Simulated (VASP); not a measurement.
# Ga (Ia-3) in VASP: relaxation of cell and atoms with PBE

Aim: the relaxation of cell and atoms of Ga with PBE.

Program: VASP 6.6.1. These are calculated values, not measurements. Logs are shortened: lines on timing, memory, paths and dates and some standing lists are left out, and cuts for length are marked.

## Step 1: The cell of the first run

Symmetry: Ia-3, No. 206, cubic system. Conventional cell: a = 7.139 Å, b = 7.139 Å, c = 7.139 Å, α = 90.00°, β = 90.00°, γ = 90.00°. Within 3.3 Å of Ga (site symmetry 3) lie 5 Ga at 2.52 to 3.15 Å.

## Step 2: Relaxation of cell and atoms, PBE

Contents of INCAR:

```
  PREC = Accurate
  ENCUT = 600
  EDIFF = 1E-6
  ISMEAR = 0
  SIGMA = 0.1
  LREAL = F
  LASPH = T
  NELM = 60
  ALGO = Fast
  ISIF = 3
  LWAVE = F
  LCHARG = F
  GGA = PE
  IBRION = 2
  NSW = 100
  EDIFFG = -0.01
```

Contents of KPOINTS:

```
regular mesh
0
Gamma
  8 8 8
```

Contents of POSCAR:

```
Ga
1.0
   -3.5695324252      3.5695324252      3.5695324252
    3.5695324252     -3.5695324252      3.5695324252
    3.5695324252      3.5695324252     -3.5695324252
Ga
8
Direct
    0.2453244087      0.2453244087      0.2453244087
    0.5000000000      0.0000000000      0.2546755913
    0.2546755913      0.5000000000      0.0000000000
    0.0000000000      0.2546755913      0.5000000000
    0.7546755913      0.7546755913      0.7546755913
    0.5000000000      0.0000000000      0.7453244087
    0.7453244087      0.5000000000      0.0000000000
    0.0000000000      0.7453244087      0.5000000000
```

Potentials or basis: VASP PAW PBE potentials, release 64 (Ga_d).

The run is started by

```
$ cat potpaw_PBE.64/Ga_d/POTCAR > POTCAR
$ mpirun -np 1 vasp_std > vasp.out
```

OUTCAR:

```text
PREC = Accurate
   ENCUT = 600
   EDIFF = 1E-6
   ISMEAR = 0
   LREAL = F
   LASPH = T
   NELM = 60
   ISIF = 3
   GGA = PE
   IBRION = 2
   NSW = 100
   EDIFFG = -0.01

 ion  position               nearest neighbor table
   1  0.245  0.245  0.245-   2 2.52   3 2.52   4 2.52
   2  0.500  0.000  0.255-   1 2.52   4 2.52   3 2.52
   3  0.255  0.500  0.000-   1 2.52   2 2.52   4 2.52
   4  0.000  0.255  0.500-   1 2.52   3 2.52   2 2.52
   5  0.755  0.755  0.755-   6 2.52   7 2.52   8 2.52
   6  0.500  0.000  0.745-   5 2.52   7 2.52   8 2.52
   7  0.745  0.500  0.000-   5 2.52   8 2.52   6 2.52
   8  0.000  0.745  0.500-   5 2.52   6 2.52   7 2.52

  LATTYP: Found a body centered cubic cell.
 ALAT       =     7.1390648504

  Lattice vectors:

 A1 = (  -3.5695324252,   3.5695324252,   3.5695324252)
 A2 = (   3.5695324252,  -3.5695324252,   3.5695324252)
 A3 = (   3.5695324252,   3.5695324252,  -3.5695324252)

Analysis of symmetry for initial positions (statically):
=====================================================================
 Subroutine PRICEL returns:
 Original cell was already a primitive cell.

 Routine SETGRP: Setting up the symmetry group for a
 body centered cubic supercell.

 Subroutine GETGRP returns: Found 24 space group operations
 (whereof  6 operations were pure point group operations)
 out of a pool of 48 trial point group operations.

The static configuration has the point symmetry S_6 .
 The point group associated with its full space group is T_h .

Analysis of symmetry for dynamics (positions and initial velocities):
=====================================================================
 Subroutine PRICEL returns:
 Original cell was already a primitive cell.

 Routine SETGRP: Setting up the symmetry group for a
 body centered cubic supercell.

 Subroutine GETGRP returns: Found 24 space group operations
 (whereof  6 operations were pure point group operations)
 out of a pool of 48 trial point group operations.

The dynamic configuration has the point symmetry S_6 .
 The point group associated with its full space group is T_h .

 Subroutine INISYM returns: Found 24 space group operations
 (whereof  6 operations are pure point group operations),
 and found     1 'primitive' translations

----------------------------------------------------------------------------------------

                                     Primitive cell

  volume of cell :     181.9257

  direct lattice vectors                    reciprocal lattice vectors
    -3.569532425  3.569532425  3.569532425     0.000000000  0.140074368  0.140074368
     3.569532425 -3.569532425  3.569532425     0.140074368  0.000000000  0.140074368
     3.569532425  3.569532425 -3.569532425     0.140074368  0.140074368  0.000000000

  length of vectors
     6.182611520  6.182611520  6.182611520     0.198095072  0.198095072  0.198095072

  position of ions in fractional coordinates (direct lattice)
     0.245324409  0.245324409  0.245324409
     0.500000000  0.000000000  0.254675591
     0.254675591  0.500000000  0.000000000
     0.000000000  0.254675591  0.500000000
     0.754675591  0.754675591  0.754675591
     0.500000000  0.000000000  0.745324409
     0.745324409  0.500000000  0.000000000
     0.000000000  0.745324409  0.500000000

  ion indices of the primitive-cell ions
   primitive index   ion index
                 1           1
                 2           2
                 3           3
                 4           4
                 5           5
                 6           6
                 7           7
                 8           8

----------------------------------------------------------------------------------------

 KPOINTS: regular mesh

Automatic generation of k-mesh.
 Grid dimensions read from file:
 generate k-points for:    8    8    8

 Generating k-lattice:

  Cartesian coordinates                     Fractional coordinates (reciprocal lattice)
     0.000000000  0.017509296  0.017509296     0.125000000  0.000000000  0.000000000
     0.017509296  0.000000000  0.017509296     0.000000000  0.125000000  0.000000000
     0.017509296  0.017509296  0.000000000     0.000000000  0.000000000  0.125000000

  Length of vectors
     0.024761884  0.024761884  0.024761884

  Shift w.r.t. Gamma in fractional coordinates (k-lattice)
     0.000000000  0.000000000  0.000000000

 Subroutine IBZKPT returns following result:
 ===========================================

 Found     35 irreducible k-points:

 Following reciprocal coordinates:
            Coordinates               Weight
  0.000000  0.000000  0.000000      1.000000
  0.125000  0.000000  0.000000     12.000000
  0.250000  0.000000  0.000000     12.000000
  0.375000  0.000000  0.000000     12.000000
  0.500000  0.000000  0.000000      6.000000
  0.125000  0.125000  0.000000     24.000000
[... 16 lines left out ...]
  0.500000  0.500000  0.125000     12.000000
 -0.375000  0.500000  0.125000     24.000000
 [... further k-points ...]
   k-points           NKPTS =     35   k-points in BZ     NKDIM =     35   number of bands    NBANDS=     62
   number of dos      NEDOS =    301   number of ions     NIONS =      8
   total plane-waves  NPLWV = 125000
   dimension x,y,z NGX =    50 NGY =   50 NGZ =   50
   dimension x,y,z NGXF=   100 NGYF=  100 NGZF=  100
   ions per type =               8
   NGX,Y,Z   is equivalent  to a cutoff of  13.44, 13.44, 13.44 a.u.
   NGXF,Y,Z  is equivalent  to a cutoff of  26.89, 26.89, 26.89 a.u.
 SYSTEM =  unknown system
   PREC   = accura    normal or accurate (medium, high low for compatibility)
   ISTART =      0    job   : 0-new  1-cont  2-samecut
   ICHARG =      2    charge: 1-file 2-atom 10-const
   ISPIN  =      1    spin polarized calculation?
   LNONCOLLINEAR =      F non collinear calculations
   LSORBIT =      F    spin-orbit coupling
   LASPH  =      T    aspherical Exc in radial PAW
   ENCUT  =  600.0 eV  44.10 Ry    6.64 a.u.  12.35 12.35 12.35*2*pi/ulx,y,z
   NELM   =     60;   NELMIN=  2; NELMDL= -5     # of ELM steps
   EDIFF  = 0.1E-05   stopping-criterion for ELM
   LREAL  =      F    real-space projection
   EDIFFG = -.1E-01   stopping-criterion for IOM
   NSW    =    100    number of steps for IOM
   IBRION =      2    ionic relax: 0-MD 1-quasi-New 2-CG
   NFREE  =      1    steps in history (QN), initial steepest desc. (CG)
   ISIF   =      3    stress and relaxation
   ISYM   =      2    0-nonsym 1-usesym 2-fastsym
   POTIM  = 0.5000    time-step for ionic-motion
   TEBEG  =    0.0;   TEEND  =   0.0 temperature during run
   PSTRESS=    0.0 pullay stress
   NELECT =     104.0000    total number of electrons
   NUPDOWN=      -1.0000    fix difference up-down
   EMIN   =  10.00;   EMAX   =-10.00  energy-range for DOS
   EFERMI =   0.00;   METHOD = LEGACY
   ISMEAR =     0;   SIGMA  =   0.10  broadening in eV -4-tet -1-fermi 0-gaus
   EFERMI_NEDOS =   21; number of points for ismear=-14 and -15
   IALGO  =     68    algorithm
   IMIX   =      4    mixing-type and parameters
     AMIX     =   0.40;   BMIX     =  1.00
     AMIX_MAG =   1.60;   BMIX_MAG =  1.00
  volume/ion in A,a.u.               =      22.74       153.46
  Fermi-wavevector in a.u.,A,eV,Ry     =   1.358693  2.567557 25.116983  1.846046
  Thomas-Fermi vector in A             =   2.485504
   LORBIT       =      0    0 simple, 1 ext, 2 COOP (PROOUT), +10 PAW based schemes
   GGA     = PE    functional components
   LHFCALC =     F    Hartree Fock is set to
   AEXX    =    0.0000 exact exchange contribution
   IVDW    =     0    specifies the selected vdW correction
   LEPSILON=     F    determine dielectric tensor
   LRPA    =     F    only Hartree local field effects (RPA)
 conjugate gradient relaxation of ions
 non-spin polarized calculation
 RMM-DIIS sequential band-by-band and
 Gauss-broadening in eV      SIGMA  =   0.10
  energy-cutoff  :      600.00
  volume of cell :      181.93
 maximum number of plane-waves:      6101
 NGX is ok and might be reduce to    50
   NGX = 25   NGY = 25   NGZ = 25

--------------------------------------- Ionic step        1  -------------------------------------------

 number of electron     104.0000006 magnetization

 Free energy of the ion-electron system (eV)
  ---------------------------------------------------
  ext. energy  EPLUGINS =         0.00000000
  ---------------------------------------------------
  free energy    TOTEN  =       -21.63014293 eV

  energy without entropy =      -21.61151675  energy(sigma->0) =      -21.62082984

 E-fermi :   3.6864     XC(G=0):  -9.9661

 val. band max:        3.6736878212   @ k =   0.2500   0.1250   0.0000
 cond. band min:       3.6945978368   @ k =   0.2500   0.0000   0.0000
 fundamental gap:      0.0209100157
 Fermi energy:         3.6863663351

 k-point     1 :       0.0000    0.0000    0.0000
  band No.  band energies     occupation
      1     -11.3129      2.00000
      2     -11.3129      2.00000
      3     -11.2952      2.00000
      4     -11.2952      2.00000
      5     -11.2772      2.00000
      6     -11.2772      2.00000
[... 1606 lines left out ...]
 VOLUME and BASIS-vectors are now :
 -----------------------------------------------------------------------------
  energy-cutoff  :      600.00
  volume of cell :      180.33
      direct lattice vectors                 reciprocal lattice vectors
    -3.559081869  3.559081869  3.559081869     0.000000000  0.140485670  0.140485670
     3.559081869 -3.559081869  3.559081869     0.140485670  0.000000000  0.140485670
     3.559081869  3.559081869 -3.559081869     0.140485670  0.140485670  0.000000000

 POSITION                                       TOTAL-FORCE (eV/Angst)
 -----------------------------------------------------------------------------------
      0.87339      0.87339      0.87339         0.004801      0.004801      0.004801
     -0.87339      2.68569      0.87339        -0.004801     -0.004801      0.004801
      0.87339     -0.87339      2.68569         0.004801     -0.004801     -0.004801
     -0.87339      4.43248      2.68569        -0.004801      0.004801     -0.004801
      2.68569      2.68569      2.68569        -0.004801     -0.004801     -0.004801
      0.87339      4.43248     -0.87339         0.004801      0.004801     -0.004801
     -0.87339      0.87339      4.43248        -0.004801      0.004801      0.004801
      4.43248     -0.87339      0.87339         0.004801     -0.004801      0.004801
 -----------------------------------------------------------------------------------
    total drift:                               -0.000000     -0.000000      0.000000

  FREE ENERGIE OF THE ION-ELECTRON SYSTEM (eV)
  ---------------------------------------------------
  free  energy   TOTEN  =       -21.6331958544 eV

  energy  without entropy=      -21.6147202902  energy(sigma->0) =      -21.62395807

--------------------------------------- Ionic step        3  -------------------------------------------

 number of electron     104.0000004 magnetization

 Free energy of the ion-electron system (eV)
  ---------------------------------------------------
  ext. energy  EPLUGINS =         0.00000000
  ---------------------------------------------------
  free energy    TOTEN  =       -21.63333779 eV

  energy without entropy =      -21.61488329  energy(sigma->0) =      -21.62411054

 E-fermi :   3.7571     XC(G=0): -10.0129

 val. band max:        3.7415563102   @ k =   0.2500   0.1250   0.0000
 cond. band min:       3.7650784533   @ k =   0.3750   0.0000  -0.2500
 fundamental gap:      0.0235221431
 Fermi energy:         3.7571210448

 k-point     1 :       0.0000    0.0000    0.0000
  band No.  band energies     occupation
      1     -11.2480      2.00000
      2     -11.2480      2.00000
      3     -11.2297      2.00000
      4     -11.2297      2.00000
      5     -11.2107      2.00000
      6     -11.2107      2.00000
[... 1556 lines left out ...]
  FORCE on cell =-STRESS in cart. coord.  units (eV):
  Direction    XX          YY          ZZ          XY          YZ          ZX
  --------------------------------------------------------------------------------------
  -------------------------------------------------------------------------------------
  Total       -0.0373139     -0.0373139     -0.0373139      0.0000000     -0.0000000     -0.0000000
  in kB       -0.3319470     -0.3319470     -0.3319470      0.0000000     -0.0000000     -0.0000000
  external PRESSURE =      -0.3319470 kB  Pullay stress =       0.0000000 kB

 VOLUME and BASIS-vectors are now :
 -----------------------------------------------------------------------------
  energy-cutoff  :      600.00
  volume of cell :      180.10
      direct lattice vectors                 reciprocal lattice vectors
    -3.557547288  3.557547288  3.557547288     0.000000000  0.140546270  0.140546270
     3.557547288 -3.557547288  3.557547288     0.140546270  0.000000000  0.140546270
     3.557547288  3.557547288 -3.557547288     0.140546270  0.140546270  0.000000000

 POSITION                                       TOTAL-FORCE (eV/Angst)
 -----------------------------------------------------------------------------------
      0.87306      0.87306      0.87306         0.004858      0.004858      0.004858
     -0.87306      2.68449      0.87306        -0.004858     -0.004858      0.004858
      0.87306     -0.87306      2.68449         0.004858     -0.004858     -0.004858
      2.68449      0.87306     -0.87306        -0.004858      0.004858     -0.004858
      2.68449      2.68449      2.68449        -0.004858     -0.004858     -0.004858
      0.87306      4.43060     -0.87306         0.004858      0.004858     -0.004858
     -0.87306      0.87306      4.43060        -0.004858      0.004858      0.004858
      4.43060     -0.87306      0.87306         0.004858     -0.004858      0.004858
 -----------------------------------------------------------------------------------
    total drift:                                0.000000      0.000000     -0.000000

  FREE ENERGIE OF THE ION-ELECTRON SYSTEM (eV)
  ---------------------------------------------------
  free  energy   TOTEN  =       -21.6333377934 eV

  energy  without entropy=      -21.6148832876  energy(sigma->0) =      -21.62411054

 reached required accuracy - stopping structural energy minimisation
```

It took 28 min on 1 thread of Oxide Virtual Turin-like, shared host; peak memory 0.52 GiB.

What came out:

```yaml
Free_energy: -21.6333 eV
Relaxed_volume: 22.51 Å³/atom
Relaxed_cell: a = 6.162 Å, b = 6.162 Å, c = 6.162 Å, α = 109.47°, β = 109.47°, γ = 109.47°
Space_group_after_relaxing_to_0.1_Å: Ia-3 (No. 206)
Energy_gained_by_relaxing: 0.4 meV/atom
Ionic_steps: 3
Pressure_after_relaxing: 0.0 GPa
Largest_force_after_relaxing: 0.008 eV/Å
Band_gap_on_the_k_mesh: zero (bands 52 and 53 overlap by 2.32 eV)
```

Forces on the atoms (eV/Å):
```
Ga   0.005  0.005  0.005
Ga  -0.005 -0.005  0.005
Ga   0.005 -0.005 -0.005
Ga  -0.005  0.005 -0.005
Ga  -0.005 -0.005 -0.005
Ga   0.005  0.005 -0.005
Ga  -0.005  0.005  0.005
Ga   0.005 -0.005  0.005
```

Step by step:
| step | energy change (eV) | largest force (eV/Å) | pressure (GPa) | volume (Å³) |
| --- | --- | --- | --- | --- |
| 1 | 0.0000 | 0.0095 | -0.43 | 181.93 |
| 2 | -0.0031 | 0.0083 | -0.09 | 180.33 |
| 3 | -0.0032 | 0.0084 | -0.03 | 180.10 |

Final structure:
```cif
data_structure
_symmetry_space_group_name_H-M 'P 1'
_symmetry_Int_Tables_number 1
_cell_length_a 6.1619
_cell_length_b 6.1619
_cell_length_c 6.1619
_cell_angle_alpha 109.471
_cell_angle_beta 109.471
_cell_angle_gamma 109.471
_cell_volume 180.10
loop_
_atom_site_label
_atom_site_type_symbol
_atom_site_fract_x
_atom_site_fract_y
_atom_site_fract_z
_atom_site_occupancy
Ga1 Ga 0.24541 0.24541 0.24541 1
Ga2 Ga 0.50000 0.00000 0.25459 1
Ga3 Ga 0.25459 0.50000 0.00000 1
Ga4 Ga 0.00000 0.25459 0.50000 1
Ga5 Ga 0.75459 0.75459 0.75459 1
Ga6 Ga 0.50000 0.00000 0.74541 1
Ga7 Ga 0.74541 0.50000 0.00000 1
Ga8 Ga 0.00000 0.74541 0.50000 1
```

Levels at points of the mesh, in eV from the Fermi level:
```
           k point  band 49  band 50  band 51  band 52  band 53  band 54  band 55  band 56
(0.00, 0.00, 0.00)    -2.34    -2.34    -1.93    -1.93    -1.93     0.82     0.82     1.78
(0.50, 0.00, 0.00)    -1.84    -1.84    -0.10    -0.10     0.80     0.80     1.39     1.39
(0.50, 0.50, 0.50)    -0.73    -0.73    -0.63    -0.63    -0.63    -0.41     3.92     3.92
```
